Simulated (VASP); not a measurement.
Wanted: the native input for a VASP 6.6.1 run.

```
Task                   : relaxation of shape and atoms at fixed volume
Functional             : PBE
Dispersion             : D3(BJ)
Potentials or basis    : VASP PAW PBE potentials, release 64 (Li_sv)
Cutoff                 : 600 eV
k mesh                 : 18 × 18 × 6
Occupations            : gaussian, width 0.1 eV
Spin                   : no spin polarisation
Dipole correction      : no
Further INCAR settings : ALGO = Fast; EDIFF = 1e-06; IBRION = 2; EDIFFG = -0.01; NSW = 50; ISIF = 4
```

The structure of Li lies in POSCAR:

```
Li
1.0
    2.9202389237      0.0000000000      0.0000000000
   -1.4601194619      2.5290010931      0.0000000000
    0.0000000000      0.0000000000      9.5899464723
Li
4
Direct
    0.0000000000      0.0000000000      0.0000000000
    0.3333333333      0.6666666667      0.2500000000
    0.0000000000      0.0000000000      0.5000000000
    0.6666666667      0.3333333333      0.7500000000
```

This isn't the form of Li at room conditions, which is bcc.

These files were run (other wordings do the same):

INCAR

```
PREC = Accurate ; ENCUT = 600
EDIFF = 1E-6 ; ISMEAR = 0
SIGMA = 0.1 ; LREAL = False
LASPH = True ; NELM = 60
ALGO = Fast ; ISIF = 4
LWAVE = False ; LCHARG = False
GGA = PE ; IVDW = 12
IBRION = 2 ; NSW = 50
EDIFFG = -0.01
```

KPOINTS

```
regular mesh
0
Gamma
  18 18 6
```

Potentials or basis: VASP PAW PBE potentials, release 64 (Li_sv).

The run is started by

```sh
$ cat potpaw_PBE.64/Li_sv/POTCAR > POTCAR
$ mpirun -np 1 vasp_std > vasp.out
```

Results of the run:

| Property | Result |
| --- | --- |
| Pressure after relaxing | 0.4 GPa |
| Band gap on the k mesh | zero (bands 6 and 7 overlap by 4.26 eV) |
| Dispersion energy per atom | -0.194 eV |

Caveat: the cutoff is under 1.25 times the usual one of these potentials, so pressure, stress and relaxed cells hold a basis-set (Pulay) error; the relaxation stopped at its first step, so nothing moved.

Run time: 110 s on 1 thread of Intel Xeon 8259CL, on a shared host, peak memory 0.27 GiB.
